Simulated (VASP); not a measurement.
# KYSe2 (P4/mmm) in VASP: a series of runs

The runs below take KYSe2 through single point, with PBE, r2SCAN, HSE06.

Program: VASP 6.6.1. These are calculated values, not measurements. Logs are shortened: lines on timing, memory, paths and dates and some standing lists are left out, and cuts for length are marked.

### Step 1. The cell of the first run

Symmetry: P4/mmm, No. 123, tetragonal system. Conventional cell: a = 4.320 Å, b = 4.320 Å, c = 5.868 Å, α = 90.00°, β = 90.00°, γ = 90.00°. Within 3.9 Å of K (site symmetry 4/mmm) lie 6 Se at 2.93 to 3.05 Å. Se (site symmetry 4/mmm) has 2 K at 2.93 Å and 4 Y at 3.05 Å within 3.9 Å. Within 3.9 Å of Se (site symmetry 4/mmm) lie 2 Y at 2.93 Å and 4 K at 3.05 Å. Y (site symmetry 4/mmm) has 6 Se at 2.93 to 3.05 Å within 3.9 Å.

### Step 2. Single point, PBE

INCAR

```
SYSTEM = KYSe2
PREC     = Accurate       ! precision mode
ENCUT    = 520            ! plane-wave cutoff, eV
EDIFF    = 1E-7           ! SCF threshold, eV
ISMEAR   = 0              ! smearing method
SIGMA    = 0.01           ! smearing width, eV
LREAL    = .FALSE.        ! projectors in reciprocal space
LASPH    = .TRUE.         ! aspherical terms in the spheres
NELM     = 80             ! most SCF steps
ALGO     = Normal         ! electronic algorithm
ISIF     = 2              ! what is computed and relaxed
LWAVE    = .FALSE.        ! write WAVECAR
LCHARG   = .FALSE.        ! write CHGCAR
GGA      = PE             ! functional
NBANDS   = 24             ! bands
```

KPOINTS

```
Automatic mesh
0
G
  4 4 2
  0 0 0
```

POSCAR

```
KYSe2
1.0
    4.3197464719      0.0000000000      0.0000000000
    0.0000000000      4.3197464719      0.0000000000
    0.0000000000      0.0000000000      5.8682761253
K Se Y
1 2 1
Direct
    0.0000000000      0.0000000000      0.0000000000
    0.0000000000      0.0000000000      0.5000000000
    0.5000000000      0.5000000000      0.0000000000
    0.5000000000      0.5000000000      0.5000000000
```

Potentials or basis: VASP PAW PBE potentials, release 64 (K_sv, Se, Y_sv).

Command:

```sh
cat potpaw_PBE.64/K_sv/POTCAR potpaw_PBE.64/Se/POTCAR potpaw_PBE.64/Y_sv/POTCAR > POTCAR
mpirun -np 1 vasp_std > vasp.out
```

OUTCAR:

```text
SYSTEM = KYSe2
   PREC = Accurate
   ENCUT = 520
   EDIFF = 1E-7
   ISMEAR = 0
   LREAL = .FALSE.
   LASPH = .TRUE.
   NELM = 80
   ISIF = 2
   GGA = PE

 ion  position               nearest neighbor table
   1  0.000  0.000  0.000-   2 2.93   2 2.93   3 3.05   3 3.05   3 3.05   3 3.05
   2  0.000  0.000  0.500-   1 2.93   1 2.93   4 3.05   4 3.05   4 3.05   4 3.05
   3  0.500  0.500  0.000-   4 2.93   4 2.93   1 3.05   1 3.05   1 3.05   1 3.05
   4  0.500  0.500  0.500-   3 2.93   3 2.93   2 3.05   2 3.05   2 3.05   2 3.05

  LATTYP: Found a simple tetragonal cell.
 ALAT       =     4.3197464719
 C/A-ratio  =     1.3584769762

  Lattice vectors:

 A1 = (   4.3197464719,   0.0000000000,   0.0000000000)
 A2 = (   0.0000000000,   4.3197464719,   0.0000000000)
 A3 = (   0.0000000000,   0.0000000000,   5.8682761253)

Analysis of symmetry for initial positions (statically):
=====================================================================
 Subroutine PRICEL returns:
 Original cell was already a primitive cell.

 Routine SETGRP: Setting up the symmetry group for a
 simple tetragonal supercell.

 Subroutine GETGRP returns: Found 16 space group operations
 (whereof 16 operations were pure point group operations)
 out of a pool of 16 trial point group operations.

The static configuration has the point symmetry D_4h.

Analysis of symmetry for dynamics (positions and initial velocities):
=====================================================================
 Subroutine PRICEL returns:
 Original cell was already a primitive cell.

 Routine SETGRP: Setting up the symmetry group for a
 simple tetragonal supercell.

 Subroutine GETGRP returns: Found 16 space group operations
 (whereof 16 operations were pure point group operations)
 out of a pool of 16 trial point group operations.

The dynamic configuration has the point symmetry D_4h.

 Subroutine INISYM returns: Found 16 space group operations
 (whereof 16 operations are pure point group operations),
 and found     1 'primitive' translations

----------------------------------------------------------------------------------------

                                     Primitive cell

  volume of cell :     109.5033

  direct lattice vectors                    reciprocal lattice vectors
     4.319746472  0.000000000  0.000000000     0.231495067  0.000000000  0.000000000
     0.000000000  4.319746472  0.000000000     0.000000000  0.231495067  0.000000000
     0.000000000  0.000000000  5.868276125     0.000000000  0.000000000  0.170407796

  length of vectors
     4.319746472  4.319746472  5.868276125     0.231495067  0.231495067  0.170407796

[... 74 lines left out ...]
   NSW    =      0    number of steps for IOM
   IBRION =     -1    ionic relax: 0-MD 1-quasi-New 2-CG
   NFREE  =      0    steps in history (QN), initial steepest desc. (CG)
   ISIF   =      2    stress and relaxation
   ISYM   =      2    0-nonsym 1-usesym 2-fastsym
   POTIM  = 0.5000    time-step for ionic-motion
   TEBEG  =    0.0;   TEEND  =   0.0 temperature during run
   PSTRESS=    0.0 pullay stress
   NELECT =      32.0000    total number of electrons
   NUPDOWN=      -1.0000    fix difference up-down
   EMIN   =  10.00;   EMAX   =-10.00  energy-range for DOS
   EFERMI =   0.00;   METHOD = LEGACY
   ISMEAR =     0;   SIGMA  =   0.01  broadening in eV -4-tet -1-fermi 0-gaus
   EFERMI_NEDOS =   21; number of points for ismear=-14 and -15
   IALGO  =     38    algorithm
   IMIX   =      4    mixing-type and parameters
     AMIX     =   0.40;   BMIX     =  1.00
     AMIX_MAG =   1.60;   BMIX_MAG =  1.00
  volume/ion in A,a.u.               =      27.38       184.74
  Fermi-wavevector in a.u.,A,eV,Ry     =   1.086382  2.052964 16.057941  1.180225
  Thomas-Fermi vector in A             =   2.222517
   LORBIT       =      0    0 simple, 1 ext, 2 COOP (PROOUT), +10 PAW based schemes
   GGA     = PE    functional components
   LHFCALC =     F    Hartree Fock is set to
   AEXX    =    0.0000 exact exchange contribution
   IVDW    =     0    specifies the selected vdW correction
   LEPSILON=     F    determine dielectric tensor
   LRPA    =     F    only Hartree local field effects (RPA)
 non-spin polarized calculation
 Gauss-broadening in eV      SIGMA  =   0.01
  energy-cutoff  :      520.00
  volume of cell :      109.50
 maximum number of plane-waves:      2972
   NGX = 17   NGY = 17   NGZ = 21

 number of electron      32.0000004 magnetization

 Free energy of the ion-electron system (eV)
  ---------------------------------------------------
  ext. energy  EPLUGINS =         0.00000000
  ---------------------------------------------------
  free energy    TOTEN  =       -20.14950635 eV

  energy without entropy =      -20.14950635  energy(sigma->0) =      -20.14950635

 E-fermi :   2.3187     XC(G=0):  -9.0834

 val. band max:        2.2801745753   @ k =   0.0000   0.0000   0.0000
 cond. band min:       2.3563218398   @ k =   0.0000   0.0000   0.0000
 fundamental gap:      0.0761472645
 Fermi energy:         2.3186752739

 k-point     1 :       0.0000    0.0000    0.0000
  band No.  band energies     occupation
      1     -41.3521      2.00000
      2     -26.1209      2.00000
      3     -21.2971      2.00000
      4     -21.2971      2.00000
      5     -21.1678      2.00000
      6     -10.3162      2.00000
[... 313 lines left out ...]
     23       7.9963      0.00000
     24      10.0678      0.00000

------------------------ aborting loop because EDIFF is reached ----------------------------------------

  FORCE on cell =-STRESS in cart. coord.  units (eV):
  Direction    XX          YY          ZZ          XY          YZ          ZX
  --------------------------------------------------------------------------------------
  -------------------------------------------------------------------------------------
  Total        0.4865963      0.4865963      1.1232136      0.0000000     -0.0000000     -0.0000000
  in kB        7.1195462      7.1195462     16.4340985      0.0000000     -0.0000000     -0.0000000
  external PRESSURE =      10.2243969 kB  Pullay stress =       0.0000000 kB

 VOLUME and BASIS-vectors are now :
 -----------------------------------------------------------------------------
  energy-cutoff  :      520.00
  volume of cell :      109.50
      direct lattice vectors                 reciprocal lattice vectors
     4.319746472  0.000000000  0.000000000     0.231495067  0.000000000  0.000000000
     0.000000000  4.319746472  0.000000000     0.000000000  0.231495067  0.000000000
     0.000000000  0.000000000  5.868276125     0.000000000  0.000000000  0.170407796

 POSITION                                       TOTAL-FORCE (eV/Angst)
 -----------------------------------------------------------------------------------
      0.00000      0.00000      0.00000         0.000000      0.000000      0.000000
      0.00000      0.00000      2.93414         0.000000      0.000000      0.000000
      2.15987      2.15987      0.00000         0.000000      0.000000      0.000000
      2.15987      2.15987      2.93414         0.000000      0.000000      0.000000
 -----------------------------------------------------------------------------------
    total drift:                                0.000000     -0.000000     -0.000000

  FREE ENERGIE OF THE ION-ELECTRON SYSTEM (eV)
  ---------------------------------------------------
  free  energy   TOTEN  =       -20.1495063486 eV

  energy  without entropy=      -20.1495063483  energy(sigma->0) =      -20.14950635
```

Run time: 20 s. Hardware: 1 thread of Intel Xeon 6975P-C (Granite Rapids), shared host; peak memory 0.24 GiB.

What came out:

| Item | Value |
| --- | --- |
| Free energy | -20.1495 eV |
| Pressure | 1.0 GPa |
| Band gap on the k mesh | 0.08 eV, direct |

Stress tensor (GPa, compression positive):
```
0.71 0.00 0.00
0.00 0.71 0.00
0.00 0.00 1.64
```

Caveat: the k points lie up to 0.54 Å⁻¹ apart. A k mesh can miss the band edges.

### Step 3. Single point, PBE

INCAR

```
SYSTEM = KYSe2
  PREC = Accurate
  ENCUT = 520
  EDIFF = 1E-6
  ISMEAR = 0
  SIGMA = 0.01
  LREAL = .False.
  LASPH = .True.
  NELM = 80
  ALGO = Normal
  ISIF = 2
  LWAVE = .False.
  LCHARG = .True.
  GGA = PE
  LELF = .True.
  LVHAR = .True.
  NBANDS = 24
```

KPOINTS

```
Automatic mesh
0
Gamma
  4 4 4
  0 0 0
```

POSCAR is that of step 2.

Potentials or basis: VASP PAW PBE potentials, release 64 (K_sv, Se, Y_sv).

Command:

```sh
cat potpaw_PBE.64/K_sv/POTCAR potpaw_PBE.64/Se/POTCAR potpaw_PBE.64/Y_sv/POTCAR > POTCAR
mpirun -np 1 vasp_std > vasp.out
```

Wall time 20 s (1 thread of Intel Xeon 6975P-C (Granite Rapids), shared host); peak memory 0.24 GiB.

Results (log left out):

```yaml
Free_energy: -20.2756 eV
Pressure: 0.8 GPa
Band_gap_on_the_k_mesh: 0.19 eV, direct
```

Levels at points of the mesh, in eV from the valence-band top:
```tsv
k point	band 14	band 15	band 16	band 17	band 18	band 19
(0.00, 0.00, 0.00)	-0.41	0.00	0.00	0.19	1.88	1.90
(0.50, 0.00, 0.00)	-1.70	-1.59	-0.60	2.39	2.69	2.77
(0.50, 0.50, 0.00)	-1.02	-0.65	-0.65	0.88	0.88	2.74
(0.00, 0.00, 0.50)	-1.81	-0.49	-0.49	0.27	1.90	2.05
(0.50, 0.00, 0.50)	-2.41	-0.94	-0.87	2.81	3.35	3.40
(0.50, 0.50, 0.50)	-1.81	-1.42	-1.42	2.65	2.65	2.83
```

A k mesh can miss the band edges.

### Step 4. Single point, r2SCAN

POSCAR is that of step 3.

INCAR.step1

```
PREC     = Accurate       # precision mode
ENCUT    = 520            # plane-wave cutoff, eV
ISMEAR   = 0              # smearing method
SIGMA    = 0.01           # smearing width, eV
LREAL    = False          # projectors in reciprocal space
LASPH    = True           # aspherical terms in the spheres
NELM     = 60             # most SCF steps
NBANDS   = 24             # bands
GGA      = PE             # functional
ALGO     = Normal         # electronic algorithm
EDIFF    = 1E-4           # SCF threshold, eV
LWAVE    = True           # write WAVECAR
LCHARG   = False          # write CHGCAR
```

INCAR.step2

```
PREC     = Accurate       # precision mode
ENCUT    = 520            # plane-wave cutoff, eV
EDIFF    = 1E-7           # SCF threshold, eV
ISMEAR   = 0              # smearing method
SIGMA    = 0.01           # smearing width, eV
LREAL    = False          # projectors in reciprocal space
LASPH    = True           # aspherical terms in the spheres
NELM     = 60             # most SCF steps
ALGO     = Normal         # electronic algorithm
ISIF     = 2              # what is computed and relaxed
LWAVE    = False          # write WAVECAR
LCHARG   = False          # write CHGCAR
METAGGA  = R2SCAN         # meta-GGA
LMIXTAU  = True         
NBANDS   = 24             # bands
ISTART   = 1
```

KPOINTS

```
regular mesh
0
Gamma
  4 4 2
```

Potentials or basis: VASP PAW PBE potentials, release 64 (K_sv, Se, Y_sv).

Command:

```sh
cat potpaw_PBE.64/K_sv/POTCAR potpaw_PBE.64/Se/POTCAR potpaw_PBE.64/Y_sv/POTCAR > POTCAR
cp INCAR.step1 INCAR
mpirun -np 1 vasp_std > vasp.out
cp INCAR.step2 INCAR
mpirun -np 1 vasp_std > vasp.out
```

OUTCAR:

```text
PREC = Accurate
   ENCUT = 520
   EDIFF = 1E-7
   ISMEAR = 0
   LREAL = False
   LASPH = True
   NELM = 60
   ISIF = 2
   METAGGA = R2SCAN
   ISTART = 1

 ion  position               nearest neighbor table
   1  0.000  0.000  0.000-   2 2.93   2 2.93   3 3.05   3 3.05   3 3.05   3 3.05
   2  0.000  0.000  0.500-   1 2.93   1 2.93   4 3.05   4 3.05   4 3.05   4 3.05
   3  0.500  0.500  0.000-   4 2.93   4 2.93   1 3.05   1 3.05   1 3.05   1 3.05
   4  0.500  0.500  0.500-   3 2.93   3 2.93   2 3.05   2 3.05   2 3.05   2 3.05

  LATTYP: Found a simple tetragonal cell.
 ALAT       =     4.3197464719
 C/A-ratio  =     1.3584769762

  Lattice vectors:

 A1 = (   4.3197464719,   0.0000000000,   0.0000000000)
 A2 = (   0.0000000000,   4.3197464719,   0.0000000000)
 A3 = (   0.0000000000,   0.0000000000,   5.8682761253)

Analysis of symmetry for initial positions (statically):
=====================================================================
 Subroutine PRICEL returns:
 Original cell was already a primitive cell.

 Routine SETGRP: Setting up the symmetry group for a
[... 156 lines left out ...]

  energy without entropy =      -61.70690164  energy(sigma->0) =      -61.70690164

 E-fermi :   2.1297     XC(G=0):  -9.5026

 val. band max:        2.0634889073   @ k =   0.0000   0.0000   0.0000
 cond. band min:       2.4590353494   @ k =   0.0000   0.0000   0.0000
 fundamental gap:      0.3955464421
 Fermi energy:         2.1297073193

 k-point     1 :       0.0000    0.0000    0.0000
  band No.  band energies     occupation
      1     -43.0594      2.00000
      2     -27.5393      2.00000
      3     -22.3342      2.00000
      4     -22.3342      2.00000
      5     -22.2000      2.00000
      6     -10.9954      2.00000
[... 313 lines left out ...]
     23       8.2887      0.00000
     24      10.6147      0.00000

------------------------ aborting loop because EDIFF is reached ----------------------------------------

  FORCE on cell =-STRESS in cart. coord.  units (eV):
  Direction    XX          YY          ZZ          XY          YZ          ZX
  --------------------------------------------------------------------------------------
  -------------------------------------------------------------------------------------
  Total        0.0317333      0.0317333      0.6214214      0.0000000     -0.0000000      0.0000000
  in kB        0.4643002      0.4643002      9.0922159      0.0000000     -0.0000000      0.0000000
  external PRESSURE =       3.3402721 kB  Pullay stress =       0.0000000 kB

 VOLUME and BASIS-vectors are now :
 -----------------------------------------------------------------------------
  energy-cutoff  :      520.00
  volume of cell :      109.50
      direct lattice vectors                 reciprocal lattice vectors
     4.319746472  0.000000000  0.000000000     0.231495067  0.000000000  0.000000000
     0.000000000  4.319746472  0.000000000     0.000000000  0.231495067  0.000000000
     0.000000000  0.000000000  5.868276125     0.000000000  0.000000000  0.170407796

 POSITION                                       TOTAL-FORCE (eV/Angst)
 -----------------------------------------------------------------------------------
      0.00000      0.00000      0.00000         0.000000      0.000000      0.000000
      0.00000      0.00000      2.93414         0.000000      0.000000      0.000000
      2.15987      2.15987      0.00000         0.000000      0.000000      0.000000
      2.15987      2.15987      2.93414         0.000000      0.000000      0.000000
 -----------------------------------------------------------------------------------
    total drift:                                0.000000     -0.000000     -0.000000

  FREE ENERGIE OF THE ION-ELECTRON SYSTEM (eV)
  ---------------------------------------------------
  free  energy   TOTEN  =       -61.7069016370 eV

  energy  without entropy=      -61.7069016370  energy(sigma->0) =      -61.70690164
```

OUTCAR.step1:

```text
PREC = Accurate
   ENCUT = 520
   ISMEAR = 0
   LREAL = False
   LASPH = True
[... 537 lines left out ...]
      0.00000      0.00000      0.00000         0.000000      0.000000      0.000000
      0.00000      0.00000      2.93414         0.000000      0.000000      0.000000
      2.15987      2.15987      0.00000         0.000000      0.000000      0.000000
      2.15987      2.15987      2.93414         0.000000      0.000000      0.000000
 -----------------------------------------------------------------------------------
    total drift:                                0.000000     -0.000000     -0.000000

  FREE ENERGIE OF THE ION-ELECTRON SYSTEM (eV)
  ---------------------------------------------------
  free  energy   TOTEN  =       -20.1495232618 eV

  energy  without entropy=      -20.1495232618  energy(sigma->0) =      -20.14952326
```

OSZICAR.step1:

```text
N       E                     dE             d eps       ncg     rms          rms(c)
DAV:   1     0.186575281685E+03    0.18658E+03   -0.14450E+04   576   0.122E+03
DAV:   2    -0.824816499055E+01   -0.19482E+03   -0.18339E+03   704   0.292E+02
DAV:   3    -0.221168327617E+02   -0.13869E+02   -0.13732E+02   960   0.601E+01
DAV:   4    -0.226288500020E+02   -0.51202E+00   -0.50999E+00   800   0.966E+00
DAV:   5    -0.226360215921E+02   -0.71716E-02   -0.71713E-02   816   0.115E+00    0.200E+01
DAV:   6    -0.204423953613E+02    0.21936E+01   -0.29292E+00   632   0.746E+00    0.167E+01
DAV:   7    -0.202199854681E+02    0.22241E+00   -0.17939E+00   768   0.583E+00    0.102E+01
DAV:   8    -0.205664830549E+02   -0.34650E+00   -0.28815E+00   640   0.644E+00    0.344E+00
DAV:   9    -0.201547175838E+02    0.41177E+00   -0.69802E-01   616   0.403E+00    0.110E+00
DAV:  10    -0.201500945863E+02    0.46230E-02   -0.79372E-02   776   0.124E+00    0.104E+00
DAV:  11    -0.201507197539E+02   -0.62517E-03   -0.96034E-03   808   0.545E-01    0.286E-01
DAV:  12    -0.201504571394E+02    0.26261E-03   -0.89314E-03   744   0.513E-01    0.450E-01
DAV:  13    -0.201497641049E+02    0.69303E-03   -0.12168E-03   704   0.210E-01    0.970E-02
DAV:  14    -0.201496107167E+02    0.15339E-03   -0.21481E-04   664   0.704E-02    0.495E-02
DAV:  15    -0.201495232618E+02    0.87455E-04   -0.96310E-05   576   0.550E-02
   1 F= -.20149523E+02 E0= -.20149523E+02  d E =-.515470E-11
```

Run time: 54 s. Hardware: 1 thread of Intel Xeon 6975P-C (Granite Rapids), shared host; peak memory 0.25 GiB.

Results:

```
Free energy            : -61.7069 eV
Pressure               : 0.3 GPa
Band gap on the k mesh : 0.40 eV, direct
```

Stress tensor (GPa, compression positive):
```
0.05 0.00 0.00
0.00 0.05 0.00
0.00 0.00 0.91
```

Caveat: the k points lie up to 0.54 Å⁻¹ apart; the PAW data sets were made with another functional, which shifts forces and pressure a little. A k mesh can miss the band edges.

(Continued in part 2 of 2.)
